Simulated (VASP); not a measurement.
# Bi2Te2O (R3m) in VASP: further runs

The runs below take Bi2Te2O through single point, relaxation of cell and atoms, with PBE.

Program: VASP 6.6.1. These are calculated values, not measurements. Logs are shortened: lines on timing, memory, paths and dates and some standing lists are left out, and cuts for length are marked.

## Step 1: The cell of the first run

Symmetry: R3m, No. 160, trigonal system. The conventional cell has a = 4.206 Å, b = 4.206 Å, c = 26.812 Å, α = 90.00°, β = 90.00°, γ = 120.00°. Bi (site symmetry 3m) has 3 O at 2.45 Å within 3.2 Å. Bi (site symmetry 3m) has 6 Te at 3.06 to 3.13 Å within 4.0 Å. Within 4.3 Å of Te (site symmetry 3m) lie 6 Bi at 3.13 to 3.34 Å and 3 O at 3.54 Å and 6 Te at 4.21 Å. Within 4.0 Å of Te (site symmetry 3m) lie 6 Bi at 3.06 to 3.71 Å and 3 O at 3.50 Å. O (site symmetry 3m) has 3 Bi at 2.45 Å within 3.2 Å.

The cell was generated, and may not be a known phase.

## Step 2: Single point, PBE

Contents of INCAR:

```
SYSTEM = Bi2Te2O
  ALGO = Normal
  EDIFF = 1E-6
  ENCUT = 520
  GGA = PE
  ISIF = 2
  ISMEAR = 0
  LASPH = .True.
  LCHARG = .False.
  LREAL = .False.
  LWAVE = .False.
  NBANDS = 32
  NELM = 80
  PREC = Accurate
  SIGMA = 0.15
```

Contents of KPOINTS:

```
k-points
0
Gamma
  3 3 3
  0 0 0
```

Contents of POSCAR:

```
Bi2Te2O
1.0
    2.1029525490      1.2141402183      8.9374118878
   -2.1029525490      1.2141402183      8.9374118878
    0.0000000000     -2.4282804426      8.9374118870
Bi Te O
2 2 1
Direct
    0.9702488742      0.9702488742      0.9702488742
    0.1446552814      0.1446552814      0.1446552814
    0.5515035974      0.5515035974      0.5515035974
    0.7416477771      0.7416477771      0.7416477771
    0.3144729299      0.3144729299      0.3144729299
```

Potentials or basis: VASP PAW PBE potentials, release 64 (Bi_d, Te, O).

Started as:

```sh
$ cat potpaw_PBE.64/Bi_d/POTCAR potpaw_PBE.64/Te/POTCAR potpaw_PBE.64/O/POTCAR > POTCAR
$ mpirun -np 1 vasp_std > vasp.out
```

OUTCAR:

```text
SYSTEM = Bi2Te2O
   EDIFF = 1E-6
   ENCUT = 520
   GGA = PE
   ISIF = 2
   ISMEAR = 0
   LASPH = .True.
   LREAL = .False.
   NELM = 80
   PREC = Accurate

 ion  position               nearest neighbor table
   1  0.970  0.970  0.970-   5 2.45   5 2.45   5 2.45   3 3.34   3 3.34   3 3.34   4 3.71   4 3.71
                             4 3.71
   2  0.145  0.145  0.145-   4 3.06   4 3.06   4 3.06   3 3.13   3 3.13   3 3.13
   3  0.552  0.552  0.552-   2 3.13   2 3.13   2 3.13   1 3.34   1 3.34   1 3.34
   4  0.742  0.742  0.742-   2 3.06   2 3.06   2 3.06   1 3.71   1 3.71   1 3.71
   5  0.314  0.314  0.314-   1 2.45   1 2.45   1 2.45

  LATTYP: Found a trigonal (rhomboedric) cell.
 ALAT       =     9.2614187436
 COS(alpha) =     0.8968821378

  Lattice vectors:

 A1 = (   2.1029525490,   1.2141402183,   8.9374118878)
 A2 = (  -2.1029525490,   1.2141402183,   8.9374118878)
 A3 = (   0.0000000000,  -2.4282804426,   8.9374118870)

Analysis of symmetry for initial positions (statically):
=====================================================================
 Subroutine PRICEL returns:
 Original cell was already a primitive cell.

 Routine SETGRP: Setting up the symmetry group for a
 trigonal (rhombohedral) supercell.

 Subroutine GETGRP returns: Found  6 space group operations
 (whereof  6 operations were pure point group operations)
 out of a pool of 12 trial point group operations.

The static configuration has the point symmetry C_3v.

Analysis of symmetry for dynamics (positions and initial velocities):
=====================================================================
 Subroutine PRICEL returns:
 Original cell was already a primitive cell.

 Routine SETGRP: Setting up the symmetry group for a
 trigonal (rhombohedral) supercell.

 Subroutine GETGRP returns: Found  6 space group operations
 (whereof  6 operations were pure point group operations)
 out of a pool of 12 trial point group operations.

The dynamic configuration has the point symmetry C_3v.

 Subroutine INISYM returns: Found  6 space group operations
 (whereof  6 operations are pure point group operations),
 and found     1 'primitive' translations

----------------------------------------------------------------------------------------

                                     Primitive cell
[... 77 lines left out ...]
   NELM   =     80;   NELMIN=  2; NELMDL= -5     # of ELM steps
   EDIFF  = 0.1E-05   stopping-criterion for ELM
   LREAL  =      F    real-space projection
   EDIFFG = 0.1E-04   stopping-criterion for IOM
   NSW    =      0    number of steps for IOM
   IBRION =     -1    ionic relax: 0-MD 1-quasi-New 2-CG
   NFREE  =      0    steps in history (QN), initial steepest desc. (CG)
   ISIF   =      2    stress and relaxation
   ISYM   =      2    0-nonsym 1-usesym 2-fastsym
   POTIM  = 0.5000    time-step for ionic-motion
   TEBEG  =    0.0;   TEEND  =   0.0 temperature during run
   PSTRESS=    0.0 pullay stress
   NELECT =      48.0000    total number of electrons
   NUPDOWN=      -1.0000    fix difference up-down
   EMIN   =  10.00;   EMAX   =-10.00  energy-range for DOS
   EFERMI =   0.00;   METHOD = LEGACY
   ISMEAR =     0;   SIGMA  =   0.15  broadening in eV -4-tet -1-fermi 0-gaus
   EFERMI_NEDOS =   21; number of points for ismear=-14 and -15
   IALGO  =     38    algorithm
   IMIX   =      4    mixing-type and parameters
     AMIX     =   0.40;   BMIX     =  1.00
     AMIX_MAG =   1.60;   BMIX_MAG =  1.00
  volume/ion in A,a.u.               =      27.38       184.79
  Fermi-wavevector in a.u.,A,eV,Ry     =   1.154343  2.181392 18.129862  1.332507
  Thomas-Fermi vector in A             =   2.290980
   LORBIT       =      0    0 simple, 1 ext, 2 COOP (PROOUT), +10 PAW based schemes
   GGA     = PE    functional components
   LHFCALC =     F    Hartree Fock is set to
   AEXX    =    0.0000 exact exchange contribution
   IVDW    =     0    specifies the selected vdW correction
   LEPSILON=     F    determine dielectric tensor
   LRPA    =     F    only Hartree local field effects (RPA)
 non-spin polarized calculation
 Gauss-broadening in eV      SIGMA  =   0.15
  energy-cutoff  :      520.00
  volume of cell :      136.92
 maximum number of plane-waves:      3708
 NGX is ok and might be reduce to    70
   NGX = 35   NGY = 35   NGZ = 35

 number of electron      48.0000002 magnetization

 Free energy of the ion-electron system (eV)
  ---------------------------------------------------
  ext. energy  EPLUGINS =         0.00000000
  ---------------------------------------------------
  free energy    TOTEN  =       -20.69711636 eV

  energy without entropy =      -20.69711627  energy(sigma->0) =      -20.69711632

 E-fermi :   6.5887     XC(G=0):  -9.7346

 val. band max:        6.0732064105   @ k =   0.3333   0.3333   0.3333
 cond. band min:       7.1287425708   @ k =  -0.3333   0.3333   0.0000
 fundamental gap:      1.0555361603
 Fermi energy:         6.5886572023

 k-point     1 :       0.0000    0.0000    0.0000
  band No.  band energies     occupation
      1     -17.0074      2.00000
      2     -16.9466      2.00000
      3     -16.9466      2.00000
      4     -16.8868      2.00000
      5     -16.8868      2.00000
      6     -16.6468      2.00000
[... 199 lines left out ...]
     31      10.8097      0.00000
     32      13.0149      0.00000

------------------------ aborting loop because EDIFF is reached ----------------------------------------

  FORCE on cell =-STRESS in cart. coord.  units (eV):
  Direction    XX          YY          ZZ          XY          YZ          ZX
  --------------------------------------------------------------------------------------
  -------------------------------------------------------------------------------------
  Total        0.0400093      0.0400093      0.6050222      0.0000000     -0.0000000      0.0000000
  in kB        0.4681771      0.4681771      7.0797928      0.0000000     -0.0000000      0.0000000
  external PRESSURE =       2.6720490 kB  Pullay stress =       0.0000000 kB

 VOLUME and BASIS-vectors are now :
 -----------------------------------------------------------------------------
  energy-cutoff  :      520.00
  volume of cell :      136.92
      direct lattice vectors                 reciprocal lattice vectors
     2.102952549  1.214140218  8.937411888     0.237760952  0.137271350  0.037296405
    -2.102952549  1.214140218  8.937411888    -0.237760952  0.137271350  0.037296405
     0.000000000 -2.428280443  8.937411887     0.000000000 -0.274542699  0.037296405

 POSITION                                       TOTAL-FORCE (eV/Angst)
 -----------------------------------------------------------------------------------
      0.00000     -0.00000     26.01454         0.000000      0.000000     -0.020423
      0.00000     -0.00000      3.87853         0.000000      0.000000     -0.043487
      0.00000     -0.00000     14.78704         0.000000     -0.000000      0.046301
      0.00000     -0.00000     19.88523         0.000000     -0.000000      0.016104
      0.00000     -0.00000      8.43172         0.000000     -0.000000      0.001504
 -----------------------------------------------------------------------------------
    total drift:                               -0.000000     -0.000000     -0.000151

  FREE ENERGIE OF THE ION-ELECTRON SYSTEM (eV)
  ---------------------------------------------------
  free  energy   TOTEN  =       -20.6971163648 eV

  energy  without entropy=      -20.6971162688  energy(sigma->0) =      -20.69711632
```

OSZICAR:

```text
N       E                     dE             d eps       ncg     rms          rms(c)
DAV:   1     0.479845656643E+03    0.47985E+03   -0.22139E+04   384   0.160E+03
DAV:   2     0.339829157890E+02   -0.44586E+03   -0.42420E+03   400   0.425E+02
DAV:   3    -0.211972459647E+02   -0.55180E+02   -0.52948E+02   496   0.156E+02
DAV:   4    -0.236991690745E+02   -0.25019E+01   -0.24969E+01   400   0.366E+01
DAV:   5    -0.238111962081E+02   -0.11203E+00   -0.11202E+00   576   0.756E+00    0.108E+01
DAV:   6    -0.213379132515E+02    0.24733E+01   -0.13348E+01   512   0.281E+01    0.902E+00
DAV:   7    -0.207564430755E+02    0.58147E+00   -0.23631E+00   416   0.957E+00    0.335E+00
DAV:   8    -0.207005068576E+02    0.55936E-01   -0.49810E-01   432   0.433E+00    0.145E+00
DAV:   9    -0.206987110743E+02    0.17958E-02   -0.76836E-02   472   0.157E+00    0.433E-01
DAV:  10    -0.206972219504E+02    0.14891E-02   -0.14615E-02   528   0.853E-01    0.216E-01
DAV:  11    -0.206971903946E+02    0.31556E-04   -0.29521E-03   464   0.317E-01    0.747E-02
DAV:  12    -0.206971123289E+02    0.78066E-04   -0.44417E-04   464   0.129E-01    0.258E-02
DAV:  13    -0.206971196451E+02   -0.73162E-05   -0.91032E-05   560   0.582E-02    0.161E-02
DAV:  14    -0.206971164241E+02    0.32209E-05   -0.18418E-05   488   0.275E-02    0.721E-03
DAV:  15    -0.206971163648E+02    0.59299E-07   -0.39413E-06   400   0.877E-03
   1 F= -.20697116E+02 E0= -.20697116E+02  d E =-.960426E-07
```

Run time: 83 s. Hardware: 1 thread of Intel Xeon 6975P-C (Granite Rapids), shared host; peak memory 0.63 GiB.

What came out:

| Item | Value |
| --- | --- |
| Free energy | -20.6971 eV |
| Pressure | 0.3 GPa |
| Largest force | 0.046 eV/Å |
| Band gap on the k mesh | 1.06 eV (least direct gap 1.50 eV) |

Forces on the atoms (eV/Å):
```
Bi   0.000  0.000 -0.020
Bi   0.000  0.000 -0.043
Te   0.000  0.000  0.046
Te   0.000  0.000  0.016
O    0.000  0.000  0.002
```

Stress tensor (GPa, compression positive):
```
0.05 0.00 0.00
0.00 0.05 0.00
0.00 0.00 0.71
```

Caveat: the k points lie up to 0.58 Å⁻¹ apart; spin-orbit coupling is left out, which moves the levels of the heavy elements.

## Step 3: Relaxation of cell and atoms, PBE

This run uses another cell than the first one, of 33.95 Å³/atom.

Contents of INCAR:

```
SYSTEM = Bi2Te2O
PREC = Accurate
ENCUT = 600
EDIFF = 1E-6
ISMEAR = 0
SIGMA = 0.15
LREAL = .FALSE.
LASPH = .TRUE.
NELM = 60
ALGO = Normal
ISIF = 3
LWAVE = .FALSE.
LCHARG = .FALSE.
GGA = PE
IBRION = 2
NSW = 36
EDIFFG = -0.08
```

Contents of KPOINTS:

```
Automatic mesh
0
G
  3 3 3
  0 0 0
```

Contents of POSCAR:

```
Bi2Te2O
1.0
    2.5680897800      1.4826873200      7.4299939400
   -2.5680897800      1.4826873200      7.4299939400
    0.0000000000     -2.9653746500      7.4299939400
Bi Te O
2 2 1
Direct
    0.9831488900      0.9831488900      0.9831488900
    0.1625286500      0.1625286500      0.1625286500
    0.5151340300      0.5151340300      0.5151340300
    0.7100246400      0.7100246400      0.7100246400
    0.3516922500      0.3516922500      0.3516922500
```

Potentials or basis: VASP PAW PBE potentials, release 64 (Bi_d, Te, O).

Started as:

```sh
$ cat potpaw_PBE.64/Bi_d/POTCAR potpaw_PBE.64/Te/POTCAR potpaw_PBE.64/O/POTCAR > POTCAR
$ mpirun -np 1 vasp_std > vasp.out
```

Wall time 20 min (1 thread of Intel Xeon 6975P-C (Granite Rapids), shared host); peak memory 0.64 GiB.

It converged, with:

| Item | Value |
| --- | --- |
| Free energy | -20.7028 eV |
| Relaxed volume | 27.60 Å³/atom |
| Relaxed cell | a = 9.341 Å, b = 9.341 Å, c = 9.341 Å, α = 26.01°, β = 26.01°, γ = 26.01° |
| Space group after relaxing (to 0.1 Å) | R3m (No. 160) |
| Energy gained by relaxing | 695.7 meV/atom |
| Ionic steps | 28 |
| Pressure after relaxing | -0.2 GPa |
| Largest force after relaxing | 0.075 eV/Å |
| Band gap on the k mesh | 1.07 eV (least direct gap 1.45 eV) |

Forces on the atoms (eV/Å):
```
Bi   0.000  0.000 -0.048
Bi   0.000  0.000  0.063
Te   0.000  0.000 -0.063
Te   0.000  0.000  0.075
O    0.000  0.000 -0.026
```

Stress tensor (GPa, compression positive):
```
-0.26  0.00  0.00
 0.00 -0.26  0.00
 0.00  0.00 -0.05
```

Step by step:
| step | energy change (eV) | largest force (eV/Å) | pressure (GPa) | volume (Å³) |
| --- | --- | --- | --- | --- |
| 1 | 0.0000 | 1.5058 | -5.01 | 169.75 |
| 2 | -0.5303 | 1.5105 | 1.73 | 144.96 |
| 3 | -0.5358 | 1.4502 | 0.96 | 146.80 |
| 4 | -0.8135 | 1.5093 | 1.16 | 144.44 |
| 5 | -1.0939 | 1.8581 | 3.59 | 137.41 |
| 6 | -1.1358 | 1.2279 | 2.20 | 140.04 |
| 7 | -1.1497 | 1.1426 | 2.55 | 139.21 |
| 8 | -1.3630 | 1.1204 | 0.51 | 143.45 |
| 9 | -1.4632 | 1.2422 | -1.41 | 148.37 |
| 10 | -1.7496 | 1.1502 | -1.84 | 148.49 |
| 11 | -2.3321 | 1.2015 | -2.72 | 147.57 |
| 12 | -2.0314 | 1.8046 | 1.63 | 140.69 |
| 13 | -2.3135 | 1.8887 | -2.25 | 145.24 |
| 14 | -2.3622 | 1.7533 | -2.85 | 146.53 |
| 15 | -2.7780 | 1.6833 | 0.80 | 135.43 |
| 16 | -2.8460 | 1.6319 | 3.84 | 129.30 |
| 17 | -3.1606 | 0.7744 | 2.08 | 131.07 |
| 18 | -3.3120 | 0.7475 | 0.85 | 133.14 |
| 19 | -3.3187 | 0.7866 | 0.68 | 133.61 |
| 20 | -3.3777 | 0.5152 | -0.25 | 135.69 |
| 21 | -3.3988 | 0.3708 | -1.16 | 138.12 |
| 22 | -3.4201 | 0.4216 | 0.40 | 135.19 |
| 23 | -3.4201 | 0.4103 | 0.36 | 135.31 |
| 24 | -3.4392 | 0.2943 | 0.37 | 135.36 |
| 25 | -3.4669 | 0.1885 | 0.60 | 135.47 |
| 26 | -3.4705 | 0.2536 | -0.81 | 138.97 |
| 27 | -3.4726 | 0.2277 | -0.29 | 137.63 |
| 28 | -3.4786 | 0.0750 | -0.19 | 138.01 |

Final structure:
```cif
data_structure
_symmetry_space_group_name_H-M 'P 1'
_symmetry_Int_Tables_number 1
_cell_length_a 9.3405
_cell_length_b 9.3405
_cell_length_c 9.3405
_cell_angle_alpha 26.006
_cell_angle_beta 26.006
_cell_angle_gamma 26.006
_cell_volume 138.01
loop_
_atom_site_label
_atom_site_type_symbol
_atom_site_fract_x
_atom_site_fract_y
_atom_site_fract_z
_atom_site_occupancy
Bi1 Bi 0.96938 0.96938 0.96938 1
Bi2 Bi 0.14393 0.14393 0.14393 1
Te1 Te 0.55208 0.55208 0.55208 1
Te2 Te 0.74167 0.74167 0.74167 1
O1 O 0.31546 0.31546 0.31546 1
```

Levels at points of the mesh, in eV from the valence-band top:
```csv
k point,band 22,band 23,band 24,band 25,band 26,band 27
"(0.00, 0.00, 0.00)",-0.11,-0.09,-0.09,1.38,1.77,1.77
```

Caveat: the k points lie up to 0.58 Å⁻¹ apart in the final cell; the volume moved by over 15 % at a fixed basis, so the end points are rough; spin-orbit coupling is left out, which moves the levels of the heavy elements; the relaxation stopped at a loose force limit of 0.08 eV/Å, so its end isn't a converged minimum. A k mesh can miss the band edges.
